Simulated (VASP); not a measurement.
Input of a VASP 6.6.1 run:

Contents of INCAR:

```
PREC = Accurate
ENCUT = 520
EDIFF = 1E-7
ISMEAR = 1
SIGMA = 0.1
LREAL = F
LASPH = T
NELM = 60
ALGO = Normal
ISIF = 2
LWAVE = F
LCHARG = T
GGA = CA
LELF = T
LVHAR = T
NBANDS = 32
```

KPOINTS

```
Automatic mesh
0
Gamma
  9 9 9
```

The input POSCAR:

```
KP2Ru2
1.0
   -1.9980413113      1.9980413113      6.2048510589
    1.9980413113     -1.9980413113      6.2048510589
    1.9980413113      1.9980413113     -6.2048510589
K P Ru
1 2 2
Direct
    0.0000000000      0.0000000000      0.0000000000
    0.3387220000      0.3387220000      0.0000000000
    0.6612780000      0.6612780000      0.0000000000
    0.7500000000      0.2500000000      0.5000000000
    0.2500000000      0.7500000000      0.5000000000
```

Potentials or basis: VASP PAW LDA potentials, release 64 (K_sv, P, Ru_pv).

The run is started by

```sh
$ cat potpaw_LDA.64/K_sv/POTCAR potpaw_LDA.64/P/POTCAR potpaw_LDA.64/Ru_pv/POTCAR > POTCAR
$ mpirun -np 1 vasp_std > vasp.out
```

(1) Predict the pressure.

(2) Predict the largest force.

(3) Predict the band gap on the k mesh.

Answers

(1) -1.6 GPa.

(2) 0.116 eV/Å.

(3) zero (an odd number of electrons rules out a gap without spin polarisation).
